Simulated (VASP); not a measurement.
**SnO2: single point with LDA**

SnO2:

```
Sn O
1.0
     4.72013    0.00000    0.00000
     0.00000    4.72063    0.00000
     0.00000    0.00000    3.18882
Sn O
2 4
Direct
  0.49566 0.49499 0.50000
  0.00435 0.99498 0.00000
  0.26309 0.35164 0.00000
  0.79514 0.18556 0.50000
  0.23688 0.85161 0.50000
  0.70482 0.68559 0.00000
```

This cell differs from its parent crystal: atoms displaced along a vibrational mode.

```yaml
Program: VASP 6.6.1
Task: single point
Functional: LDA
Potentials_or_basis: VASP PAW LDA potentials, release 64 (Sn_d, O)
Cutoff: 520 eV
k_mesh: 6 × 6 × 8
Occupations: gaussian, width 0.05 eV
Spin: no spin polarisation
Dipole_correction: no
Further_INCAR_settings: ALGO = Normal; EDIFF = 1e-06; NBANDS = 35
```

The pressure is -0.8 GPa and the largest force is 0.548 eV/Å. The band gap on the k mesh is 1.36 eV.

Forces in eV/Å, atoms in the order of the input:
```
Sn   0.200  0.509  0.000
Sn  -0.201  0.510  0.000
O    0.319 -0.306  0.000
O   -0.018 -0.204  0.000
O   -0.319 -0.305  0.000
O    0.019 -0.205  0.000
```

Stress tensor (GPa, compression positive):
```
-1.53  0.00  0.00
 0.00 -0.62  0.00
 0.00  0.00 -0.19
```

Levels at points of the mesh, in eV from the valence-band top:
```
           k point  band 22  band 23  band 24  band 25  band 26  band 27  band 28  band 29  band 30  band 31
(0.00, 0.00, 0.00)    -1.13    -1.00    -0.58    -0.54     0.00     1.36     5.67     6.25     6.67    10.27
(0.50, 0.00, 0.00)    -1.60    -1.15    -0.92    -0.31    -0.29     4.12     4.34     6.45     6.63    10.33
(0.00, 0.50, 0.00)    -2.07    -1.02    -1.02    -0.53    -0.53     4.53     4.53     7.44     7.44    10.54
(0.50, 0.50, 0.00)    -1.93    -1.17    -1.17    -0.66    -0.66     4.80     4.80     7.38     7.38    10.79
(0.00, 0.00, 0.50)    -2.57    -1.57    -1.57    -0.96    -0.96     6.00     6.00     9.37     9.37    10.29
(0.50, 0.00, 0.50)    -1.88    -0.83    -0.82    -0.65    -0.65     6.30     6.30     8.11     8.11    10.38
(0.00, 0.50, 0.50)    -1.31    -1.13    -1.13    -0.43    -0.43     6.14     6.14     7.82     7.82    11.14
(0.50, 0.50, 0.50)    -2.21    -0.87    -0.87    -0.55    -0.55     4.79     4.79     8.70     8.70    10.72
```

It took 4.7 min on 1 thread of Intel Xeon 8259CL, with other jobs on the host, peak memory 0.29 GiB.

Caveat: the cell differs from its parent crystal (atoms displaced along a vibrational mode); spin-orbit coupling is left out, which moves the levels of the heavy elements.
